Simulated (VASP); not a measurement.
# TlBr (Pm-3m) in VASP: a series of runs, part 2 of 2

VASP 6.6.1.

**4. Phonons, PBE+D3(BJ) (32.13 Å³/atom)**

This run uses another cell than the first one, of 32.13 Å³/atom.

Contents of INCAR:

```
SYSTEM = TlBr
PREC = Accurate
ENCUT = 500
EDIFF = 1E-8
ISMEAR = 0
SIGMA = 0.01
LREAL = .False.
LASPH = .True.
NELM = 120
ALGO = Normal
ISIF = 2
LWAVE = .False.
LCHARG = .True.
GGA = PE
IVDW = 12
IBRION = 6
NFREE = 2
POTIM = 0.015
NSW = 1
GGA_COMPAT = .False.
```

Contents of KPOINTS:

```
Automatic mesh
0
Gamma
  8 8 8
  0 0 0
```

Contents of POSCAR:

```
TlBr
1.0
    4.0055317763      0.0000000000      0.0000000000
    0.0000000000      4.0055317763      0.0000000000
    0.0000000000      0.0000000000      4.0055317763
Tl Br
1 1
Direct
    0.0000000000      0.0000000000      0.0000000000
    0.5000000000      0.5000000000      0.5000000000
```

Potentials or basis: VASP PAW PBE potentials, release 64 (Tl_d, Br).

Command:

```console
> cat potpaw_PBE.64/Tl_d/POTCAR potpaw_PBE.64/Br/POTCAR > POTCAR
> mpirun -np 1 vasp_std > vasp.out
```

OUTCAR:

```text
SYSTEM = TlBr
   PREC = Accurate
   ENCUT = 500
   EDIFF = 1E-8
   ISMEAR = 0
   LREAL = .False.
   LASPH = .True.
   NELM = 120
   ISIF = 2
   GGA = PE
   IVDW = 12
   IBRION = 6
   NFREE = 2
   POTIM = 0.015
   NSW = 1
 IVDW          = 12

 ion  position               nearest neighbor table
   1  0.000  0.000  0.000-
[... 815 lines left out ...]
  --------------------------------------------------------------------------------
  x     0.00000     0.00000     0.00000     0.00000     0.00000     0.00000
  y     0.00000     0.00000     0.00000     0.00000     0.00000     0.00000
  z     0.00000     0.00000     0.00000     0.00000     0.00000     0.00000

 INTERNAL STRAIN TENSOR FOR ION    2 for displacements in x,y,z  (eV/Angst):
          X           Y           Z          XY          YZ          ZX
  --------------------------------------------------------------------------------
  x     0.00000     0.00000     0.00000     0.00000     0.00000     0.00000
  y     0.00000     0.00000     0.00000     0.00000     0.00000     0.00000
  z     0.00000     0.00000     0.00000     0.00000     0.00000     0.00000

 Eigenvectors and eigenvalues of the dynamical matrix
 ----------------------------------------------------

   1 f  =    1.156013 THz     7.263445 2PiTHz   38.560446 cm-1     4.780884 meV
             X         Y         Z           dx          dy          dz
      0.000000  0.000000  0.000000     0.545905    0.000000   -0.000000
      2.002766  2.002766  2.002766    -0.837847    0.000000    0.000000
[... 21 lines left out ...]
   6 f/i=    0.021594 THz     0.135682 2PiTHz    0.720312 cm-1     0.089307 meV
             X         Y         Z           dx          dy          dz
      0.000000  0.000000  0.000000     0.000000    0.000000    0.837847
      2.002766  2.002766  2.002766    -0.000000    0.000000    0.545905

 ELASTIC MODULI CONTR FROM IONIC RELAXATION (kBar)
 Direction    XX          YY          ZZ          XY          YZ          ZX
 --------------------------------------------------------------------------------
 XX           0.0000      0.0000      0.0000      0.0000      0.0000      0.0000
 YY           0.0000      0.0000      0.0000      0.0000      0.0000      0.0000
 ZZ           0.0000      0.0000      0.0000      0.0000      0.0000      0.0000
 XY           0.0000      0.0000      0.0000      0.0000      0.0000      0.0000
 YZ           0.0000      0.0000      0.0000      0.0000      0.0000      0.0000
 ZX           0.0000      0.0000      0.0000      0.0000      0.0000      0.0000
 --------------------------------------------------------------------------------
```

OSZICAR:

```text
N       E                     dE             d eps       ncg     rms          rms(c)
DAV:   1     0.956603124375E+02    0.95660E+02   -0.96890E+03  1020   0.120E+03
[... 47 lines left out ...]
DAV:   4    -0.554028072406E+01    0.19782E-04   -0.18257E-04  2148   0.724E-02    0.156E-02
DAV:   5    -0.554028272117E+01   -0.19971E-05   -0.26323E-05  2232   0.255E-02    0.811E-03
DAV:   6    -0.554028283779E+01   -0.11662E-06   -0.79400E-07  2346   0.701E-03    0.773E-03
DAV:   7    -0.554028247843E+01    0.35936E-06   -0.60303E-06  2250   0.123E-02    0.109E-02
DAV:   8    -0.554028232442E+01    0.15401E-06   -0.74558E-07  2178   0.499E-03    0.541E-03
DAV:   9    -0.554028230497E+01    0.19447E-07   -0.13936E-07  2286   0.198E-03    0.163E-03
DAV:  10    -0.554028230831E+01   -0.33435E-08   -0.14090E-08  1710   0.661E-04
   5 F= -.60803368E+01 E0= -.60803368E+01  d E =-.104503E-16
```

stdout:

```text
POSCAR found type information on POSCAR TlBr
 POSCAR found :  2 types and       2 ions
 scaLAPACK will be used
 LDA part: xc-table for (Slater+PW92), standard interpolation
 POSCAR, INCAR and KPOINTS ok, starting setup
 FFT: planning ... GRIDC
 FFT: planning ... GRID_SOFT
 FFT: planning ... GRID
 WAVECAR not read
 entering main loop
 Found     2 degrees of freedom:
 Finite differences POTIM= 0.01500 DOF=   2
 bond charge predicted
 Finite differences progress:
 bond charge predicted
 Finite differences progress:
 bond charge predicted
 Finite differences progress:
 bond charge predicted
 Finite differences progress:
```

Wall time 3.4 min (1 thread of Intel Xeon 8259CL, shared host); peak memory 0.27 GiB.

What came out:

| Property | Result |
| --- | --- |
| Highest phonon frequency at Γ, LO-TO splitting left out | 39 cm⁻¹ |
| Dispersion energy per atom | -0.270 eV |

Phonon frequencies in cm⁻¹ (negative: imaginary):
```
              q point        frequencies
(0.000, 0.000, 0.000)  -1 -1 -1 39 39 39
```

Caveat: spin-orbit coupling is left out, which moves the levels of the heavy elements.

**5. Elastic constants, PBE+D3(BJ)**

This run uses another cell than the first one, of 25.63 Å³/atom.

Contents of INCAR:

```
SYSTEM = TlBr
ALGO = Normal
EDIFF = 1E-8
ENCUT = 500
GGA = PE
GGA_COMPAT = .False.
IBRION = 6
ISIF = 3
ISMEAR = 0
IVDW = 12
LASPH = .True.
LCHARG = .False.
LREAL = .False.
LWAVE = .False.
NELM = 120
NFREE = 2
NSW = 1
POTIM = 0.015
PREC = Accurate
SIGMA = 0.01
```

Contents of KPOINTS:

```
k-points
0
Gamma
  8 8 8
  0 0 0
```

Contents of POSCAR:

```
TlBr
1.0
    3.7149315711      0.0000000000      0.0000000000
    0.0000000000      3.7149315711      0.0000000000
    0.0000000000      0.0000000000      3.7149315711
Tl Br
1 1
Direct
    0.0000000000      0.0000000000      0.0000000000
    0.5000000000      0.5000000000      0.5000000000
```

Command:

```console
> cat potpaw_PBE.64/Tl_d/POTCAR potpaw_PBE.64/Br/POTCAR > POTCAR
> mpirun -np 1 vasp_std > vasp.out
```

Wall time 14 min (1 thread of Intel Xeon 8259CL, shared host); peak memory 0.35 GiB.

The run converged. Its results:

```
Elastic constants C11, C12, C44                         : 70, 43, 29 GPa
Voigt bulk modulus                                      : 52 GPa
Highest phonon frequency at Γ, LO-TO splitting left out : 88 cm⁻¹
Dispersion energy per atom                              : -0.335 eV
```

Phonon frequencies in cm⁻¹ (negative: imaginary):
| q point | frequencies |
| --- | --- |
| (0.000, 0.000, 0.000) | 0 0 0 88 88 88 |

Elastic tensor in Voigt notation (GPa, in the Cartesian axes of the cell as first typed):
```
70 43 43  0  0  0
43 70 43  0  0  0
43 43 70  0  0  0
 0  0  0 29  0  0
 0  0  0  0 29  0
 0  0  0  0  0 29
```

Clamped-ion elastic tensor (GPa):
```
70 43 43  0  0  0
43 70 43  0  0  0
43 43 70  0  0  0
 0  0  0 29  0  0
 0  0  0  0 29  0
 0  0  0  0  0 29
```

Caveat: the cell is under stress, which shifts elastic constants; spin-orbit coupling is left out, which moves the levels of the heavy elements.
